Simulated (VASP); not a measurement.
# Al4N5 in VASP: notebook, part 2 of 2

VASP 6.6.1. The steps go on from the part before.

### Step 5. Single point, PBE

The input, INCAR:

```
SYSTEM = Al4N5
  PREC = Accurate
  ENCUT = 520
  EDIFF = 1E-6
  ISMEAR = 0
  SIGMA = 0.05
  LREAL = Auto
  LASPH = .TRUE.
  NELM = 60
  ALGO = Normal
  ISIF = 2
  LWAVE = .FALSE.
  LCHARG = .TRUE.
  LDIPOL = .TRUE.
  IDIPOL = 3
  DIPOL = 0.5 0.5 0.323
  GGA = PE
  LELF = .TRUE.
  LVHAR = .TRUE.
  LVACPOTAV = .TRUE.
  NBANDS = 52
```

The input, KPOINTS:

```
regular mesh
0
G
  5 6 1
  0 0 0
```

The input, POSCAR:

```
Al4N5
1.0
    6.2595366887      0.0000000000      0.0000000000
    0.0000000000      5.0173032419      0.0000000000
    0.0000000000      0.0000000000     20.1620320362
Al N
8 10
Direct
    0.0000000000      0.9982714950      0.1983927013
    0.5000000000      0.9982714950      0.1983927013
    0.2500000000      0.4982714950      0.2432039732
    0.7500000000      0.4982714950      0.2432039732
    0.2500000000      0.9915197249      0.3381855719
    0.7500000000      0.9915197249      0.3381855719
    0.0000000000      0.4624332456      0.3657061888
    0.5000000000      0.4624332456      0.3657061888
    0.0000000000      0.6167285050      0.1983927013
    0.5000000000      0.6167285050      0.1983927013
    0.2500000000      0.1167285050      0.2432039732
    0.7500000000      0.1167285050      0.2432039732
    0.2500000000      0.6143669383      0.3369672669
    0.7500000000      0.6143669383      0.3369672669
    0.0000000000      0.1112303967      0.3750629908
    0.5000000000      0.1112303967      0.3750629908
    0.0000000000      0.2778970633      0.5829539886
    0.0000000000      0.2778970633      0.6376203606
```

Potentials or basis: VASP PAW PBE potentials, release 64 (Al, N).

Run with:

```console
$ cat potpaw_PBE.64/Al/POTCAR potpaw_PBE.64/N/POTCAR > POTCAR
$ mpirun -np 1 vasp_std > vasp.out
```

OUTCAR:

```text
SYSTEM = Al4N5
   PREC = Accurate
   ENCUT = 520
   EDIFF = 1E-6
   ISMEAR = 0
   LREAL = Auto
   LASPH = .TRUE.
   NELM = 60
   ISIF = 2
   GGA = PE

 ion  position               nearest neighbor table
   1  0.000  0.998  0.198-  11 1.90  12 1.90   9 1.91   4 3.09   3 3.09   3 3.09   4 3.09   2 3.13
                             2 3.13   5 3.22   6 3.22
   2  0.500  0.998  0.198-  11 1.90  12 1.90  10 1.91   4 3.09   3 3.09   3 3.09   4 3.09   1 3.13
                             1 3.13   5 3.22   6 3.22
   3  0.250  0.498  0.243-   9 1.90  10 1.90  11 1.91  13 1.98   7 2.93   8 2.93   1 3.09   2 3.09
                             1 3.09   2 3.09   5 3.13   4 3.13   4 3.13   5 3.18
   4  0.750  0.498  0.243-   9 1.90  10 1.90  12 1.91  14 1.98   7 2.93   8 2.93   1 3.09   2 3.09
                             1 3.09   2 3.09   6 3.13   3 3.13   3 3.13   6 3.18
   5  0.250  0.992  0.338-  15 1.83  16 1.83  13 1.89  11 2.02   7 2.89   8 2.89   3 3.13   6 3.13
                             6 3.13   8 3.13   7 3.13   3 3.18   2 3.22   1 3.22
   6  0.750  0.992  0.338-  15 1.83  16 1.83  14 1.89  12 2.02   7 2.89   8 2.89   4 3.13   5 3.13
                             5 3.13   8 3.13   7 3.13   4 3.18   2 3.22   1 3.22
   7  0.000  0.462  0.366-  15 1.77  14 1.83  13 1.83   6 2.89   5 2.89   4 2.93   3 2.93   8 3.13
                             8 3.13   6 3.13   5 3.13
   8  0.500  0.462  0.366-  16 1.77  14 1.83  13 1.83   6 2.89   5 2.89   4 2.93   3 2.93   7 3.13
                             7 3.13   6 3.13   5 3.13
   9  0.000  0.617  0.198-   3 1.90   4 1.90   1 1.91
  10  0.500  0.617  0.198-   3 1.90   4 1.90   2 1.91
  11  0.250  0.117  0.243-   1 1.90   2 1.90   3 1.91   5 2.02
  12  0.750  0.117  0.243-   1 1.90   2 1.90   4 1.91   6 2.02
  13  0.250  0.614  0.337-   7 1.83   8 1.83   5 1.89   3 1.98
  14  0.750  0.614  0.337-   7 1.83   8 1.83   6 1.89   4 1.98
  15  0.000  0.111  0.375-   7 1.77   6 1.83   5 1.83
  16  0.500  0.111  0.375-   8 1.77   6 1.83   5 1.83
  17  0.000  0.278  0.583-  18 1.10
  18  0.000  0.278  0.638-  17 1.10

  LATTYP: Found a simple orthorhombic cell.
 ALAT       =     5.0173032419
 B/A-ratio  =     1.2475898679
 C/A-ratio  =     4.0184997924

  Lattice vectors:

 A1 = (   0.0000000000,  -5.0173032419,   0.0000000000)
 A2 = (   6.2595366887,   0.0000000000,   0.0000000000)
 A3 = (   0.0000000000,   0.0000000000,  20.1620320362)

Analysis of symmetry for initial positions (statically):
=====================================================================
 Subroutine PRICEL returns:
 Original cell was already a primitive cell.

 Routine SETGRP: Setting up the symmetry group for a
 simple orthorhombic supercell.

 Subroutine GETGRP returns: Found  2 space group operations
 (whereof  2 operations were pure point group operations)
 out of a pool of  8 trial point group operations.

The static configuration has the point symmetry C_1h.

Analysis of symmetry for dynamics (positions and initial velocities):
=====================================================================
 Subroutine PRICEL returns:
 Original cell was already a primitive cell.

 Routine SETGRP: Setting up the symmetry group for a
 simple orthorhombic supercell.

 Subroutine GETGRP returns: Found  2 space group operations
 (whereof  2 operations were pure point group operations)
 out of a pool of  8 trial point group operations.

The dynamic configuration has the point symmetry C_1h.

 Subroutine INISYM returns: Found  2 space group operations
 (whereof  2 operations are pure point group operations),
[... 102 lines left out ...]
   ions per type =               8  10
   NGX,Y,Z   is equivalent  to a cutoff of  12.75, 13.25, 12.37 a.u.
   NGXF,Y,Z  is equivalent  to a cutoff of  25.50, 26.51, 24.74 a.u.
 SYSTEM =  Al4N5
   PREC   = accura    normal or accurate (medium, high low for compatibility)
   ISTART =      0    job   : 0-new  1-cont  2-samecut
   ICHARG =      2    charge: 1-file 2-atom 10-const
   ISPIN  =      1    spin polarized calculation?
   LNONCOLLINEAR =      F non collinear calculations
   LSORBIT =      F    spin-orbit coupling
   LASPH  =      T    aspherical Exc in radial PAW
   ENCUT  =  520.0 eV  38.22 Ry    6.18 a.u.  11.64  9.33 37.49*2*pi/ulx,y,z
   NELM   =     60;   NELMIN=  2; NELMDL= -5     # of ELM steps
   EDIFF  = 0.1E-05   stopping-criterion for ELM
   LREAL  =      T    real-space projection
   EDIFFG = 0.1E-04   stopping-criterion for IOM
   NSW    =      0    number of steps for IOM
   IBRION =     -1    ionic relax: 0-MD 1-quasi-New 2-CG
   NFREE  =      0    steps in history (QN), initial steepest desc. (CG)
   ISIF   =      2    stress and relaxation
   ISYM   =      2    0-nonsym 1-usesym 2-fastsym
   POTIM  = 0.5000    time-step for ionic-motion
   TEBEG  =    0.0;   TEEND  =   0.0 temperature during run
   PSTRESS=    0.0 pullay stress
   NELECT =      74.0000    total number of electrons
   NUPDOWN=      -1.0000    fix difference up-down
   EMIN   =  10.00;   EMAX   =-10.00  energy-range for DOS
   EFERMI =   0.00;   METHOD = LEGACY
   ISMEAR =     0;   SIGMA  =   0.05  broadening in eV -4-tet -1-fermi 0-gaus
   EFERMI_NEDOS =   21; number of points for ismear=-14 and -15
   IALGO  =     38    algorithm
   IMIX   =      4    mixing-type and parameters
     AMIX     =   0.40;   BMIX     =  1.00
     AMIX_MAG =   1.60;   BMIX_MAG =  1.00
  volume/ion in A,a.u.               =      35.18       237.39
  Fermi-wavevector in a.u.,A,eV,Ry     =   0.800393  1.512523  8.716280  0.640628
  Thomas-Fermi vector in A             =   1.907680
   LORBIT       =      0    0 simple, 1 ext, 2 COOP (PROOUT), +10 PAW based schemes
   GGA     = PE    functional components
   LHFCALC =     F    Hartree Fock is set to
   AEXX    =    0.0000 exact exchange contribution
   IVDW    =     0    specifies the selected vdW correction
   LEPSILON=     F    determine dielectric tensor
   LRPA    =     F    only Hartree local field effects (RPA)
 non-spin polarized calculation
 Gauss-broadening in eV      SIGMA  =   0.05
  energy-cutoff  :      520.00
  volume of cell :      633.21
 maximum number of plane-waves:     17102
 NGX is ok and might be reduce to    48
   NGX = 23   NGY = 19   NGZ = 75

 dipolmoment           0.000000      0.000000     -0.000560 electrons x Angstroem

 number of electron      73.9999992 magnetization

 dipolmoment           0.000000      0.000000      0.047531 electrons x Angstroem

 Free energy of the ion-electron system (eV)
  ---------------------------------------------------
  ext. energy  EPLUGINS =         0.00000000
  ---------------------------------------------------
  free energy    TOTEN  =      -126.67992283 eV

  energy without entropy =     -126.67992283  energy(sigma->0) =     -126.67992283

 E-fermi :  -1.3880     XC(G=0):  -4.3454

 val. band max:       -1.6904447520   @ k =   0.0000   0.5000   0.0000
 cond. band min:      -0.3129022387   @ k =   0.0000   0.0000   0.0000
 fundamental gap:      1.3775425133
 Fermi energy:        -1.3880276704

 k-point     1 :       0.0000    0.0000    0.0000
  band No.  band energies     occupation
      1     -24.9816      2.00000
      2     -16.9315      2.00000
      3     -15.7841      2.00000
      4     -15.7789      2.00000
      5     -14.9358      2.00000
      6     -14.5548      2.00000
[... 613 lines left out ...]
     48       4.4313      0.00000
     49       4.6815      0.00000
 [bands above 49 left out]

------------------------ aborting loop because EDIFF is reached ----------------------------------------

  FORCE on cell =-STRESS in cart. coord.  units (eV):
  Direction    XX          YY          ZZ          XY          YZ          ZX
  --------------------------------------------------------------------------------------
  -------------------------------------------------------------------------------------
  Total        3.8731784     -4.4671362     -3.8858300      0.0000000      1.7401495      0.0000000
  in kB        9.8001166    -11.3029793     -9.8321283      0.0000000      4.4030164      0.0000000
  external PRESSURE =      -3.7783303 kB  Pullay stress =       0.0000000 kB

 VOLUME and BASIS-vectors are now :
 -----------------------------------------------------------------------------
  energy-cutoff  :      520.00
  volume of cell :      633.21
      direct lattice vectors                 reciprocal lattice vectors
     6.259536689  0.000000000  0.000000000     0.159756233  0.000000000  0.000000000
     0.000000000  5.017303242  0.000000000     0.000000000  0.199310257  0.000000000
     0.000000000  0.000000000 20.162032036     0.000000000  0.000000000  0.049598175

 POSITION                                       TOTAL-FORCE (eV/Angst)
 -----------------------------------------------------------------------------------
      0.00000      5.00863      4.00000         0.000000     -1.628456      2.307359
      3.12977      5.00863      4.00000         0.000000     -1.628853      2.304121
      1.56488      2.49998      4.90349         0.000081      0.795192     -1.940829
      4.69465      2.49998      4.90349        -0.000081      0.795192     -1.940829
      1.56488      4.97476      6.81851        -0.012959     -0.004973      0.009342
      4.69465      4.97476      6.81851         0.012959     -0.004973      0.009342
[... 10 lines left out ...]
      0.00000      1.39429     11.75354         0.000000      0.030832     -1.749096
      0.00000      1.39429     12.85572         0.000000     -0.016160      1.747832
 -----------------------------------------------------------------------------------
    total drift:                                0.000000     -0.006929      0.010567

  FREE ENERGIE OF THE ION-ELECTRON SYSTEM (eV)
  ---------------------------------------------------
  free  energy   TOTEN  =      -126.6799228257 eV

  energy  without entropy=     -126.6799228257  energy(sigma->0) =     -126.67992283

 vacuum level on the upper side and lower side of the slab         3.514         3.240
```

Wall time 18 min (1 thread of Oxide Virtual Turin-like, shared host); peak memory 0.67 GiB.

Results:

```yaml
Free_energy: -126.6799 eV
Largest_force: 2.824 eV/Å
Band_gap_on_the_k_mesh: 1.38 eV (least direct gap 1.40 eV)
```

Forces on the atoms (eV/Å):
```
Al   0.000 -1.628  2.307
Al   0.000 -1.629  2.304
Al   0.000  0.795 -1.941
Al   0.000  0.795 -1.941
Al  -0.013 -0.005  0.009
Al   0.013 -0.005  0.009
Al   0.000  0.016  0.005
Al   0.000  0.027 -0.019
N    0.000  0.715  0.774
N    0.000  0.715  0.774
N    0.002  0.115 -1.128
N   -0.002  0.115 -1.128
N    0.004 -0.014  0.013
N   -0.004 -0.014  0.013
N    0.000 -0.010 -0.039
N    0.000 -0.004 -0.014
N    0.000  0.031 -1.749
N    0.000 -0.016  1.748
```

Levels at points of the mesh, in eV from the valence-band top:
| k point | band 33 | band 34 | band 35 | band 36 | band 37 | band 38 | band 39 | band 40 | band 41 | band 42 |
| --- | --- | --- | --- | --- | --- | --- | --- | --- | --- | --- |
| (0.00, 0.00, 0.00) | -0.72 | -0.69 | -0.24 | -0.08 | -0.03 | 1.38 | 2.97 | 2.99 | 3.07 | 3.16 |
| (0.00, 0.50, 0.00) | -0.72 | -0.46 | -0.41 | -0.26 | 0.00 | 1.90 | 2.89 | 3.01 | 3.09 | 3.27 |

Caveat: the standard files for N, O and F lose accuracy on very short bonds.

### Step 6. Summary

| task | cell | gap on the mesh (eV) | largest force (eV/Å) |
| --- | --- | --- | --- |
| relaxation of the atoms | atoms relaxed, atomic positions A | 1.48 | - |
| single point | as given, atomic positions B | 1.43 | 2.83 |
| single point | as given, atomic positions C | 1.39 | 2.82 |
| single point | as given, atomic positions D | 1.38 | 2.82 |

Alike in all rows: level PBE; potentials or basis VASP PAW PBE potentials, release 64 (Al, N); no spin polarisation; k mesh 5 × 6 × 1; cutoff (eV) 520; smearing gaussian 0.05 eV.

Caveats: the standard files for N, O and F lose accuracy on very short bonds.

Total energies depend on the potentials used, so only differences within one code and one set of settings carry meaning.
